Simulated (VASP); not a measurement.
ZrO2: relaxation of the atoms with PBEsol

ZrO2:

```
Zr O
1.0
     3.59610    0.00000    0.00000
     0.00000    3.59610    0.00000
     0.00000    0.00000    5.17700
Zr O
2 4
Cartesian
  0.0000 0.0000 0.0000
  1.7980 1.7980 2.5885
  0.0000 1.7980 1.0509
  0.0000 1.7980 3.6394
  1.7980 0.0000 1.5376
  1.7980 0.0000 4.1261
```

| Property | Result |
| --- | --- |
| Program | VASP 6.6.1 |
| Task | relaxation of the atoms |
| Functional | PBEsol |
| Potentials or basis | VASP PAW PBE potentials, release 64 (Zr_sv, O) |
| Cutoff | 520 eV |
| k mesh | 6 × 6 × 5 |
| Occupations | fermi-dirac, width 0.02 eV |
| Spin | no spin polarisation |
| Dipole correction | no |
| Further INCAR settings | ALGO = Normal; EDIFF = 1e-07; IBRION = 2; EDIFFG = -0.01; NSW = 80 |

| Property | Result |
| --- | --- |
| Energy gained by relaxing | 0.1 meV/atom |
| Ionic steps | 3 |
| Pressure after relaxing | -1.2 GPa |
| Largest force after relaxing | 0.005 eV/Å |
| Band gap on the k mesh | 3.95 eV, indirect (least direct gap 4.06 eV) |

Forces on the atoms (eV/Å):
```
Zr   0.000  0.000  0.000
Zr   0.000  0.000  0.000
O    0.000  0.000 -0.005
O    0.000  0.000 -0.005
O    0.000  0.000  0.005
O    0.000  0.000  0.005
```

Stress tensor (GPa, compression positive):
```
-1.57  0.00  0.00
 0.00 -1.57  0.00
 0.00  0.00 -0.48
```

Step by step:
```csv
step,energy change (eV),largest force (eV/Å),pressure (GPa)
1,0.0000,0.0334,-1.51
2,-0.0002,0.0265,-1.43
3,-0.0005,0.0054,-1.20
```

Final structure:
```xyz
6
Lattice="3.5961 0.0000 0.0000 0.0000 3.5961 0.0000 0.0000 0.0000 5.1770" Properties=species:S:1:pos:R:3 pbc="T T T"
Zr    0.0000    0.0000    0.0000
Zr    1.7980    1.7980    2.5885
O     0.0000    1.7980    1.0445
O     0.0000    1.7980    3.6330
O     1.7980    0.0000    1.5440
O     1.7980    0.0000    4.1325
```

Levels at points of the mesh, in eV from the valence-band top:
```csv
k point,band 22,band 23,band 24,band 25,band 26,band 27
"(0.00, 0.00, 0.00)",-0.13,-0.13,-0.11,3.95,4.47,5.14
"(0.50, 0.00, 0.00)",-1.46,-0.10,-0.10,4.38,4.38,5.36
"(0.50, 0.50, 0.00)",-0.84,-0.34,-0.34,5.09,5.09,5.32
```

It took 65 s on 1 thread of AMD EPYC 9R45 96-Core Processor (Zen 5), with other jobs on the host, peak memory 0.17 GiB.

Caveat: the PAW data sets were made with another functional, which shifts forces and pressure a little. A k mesh can miss the band edges.
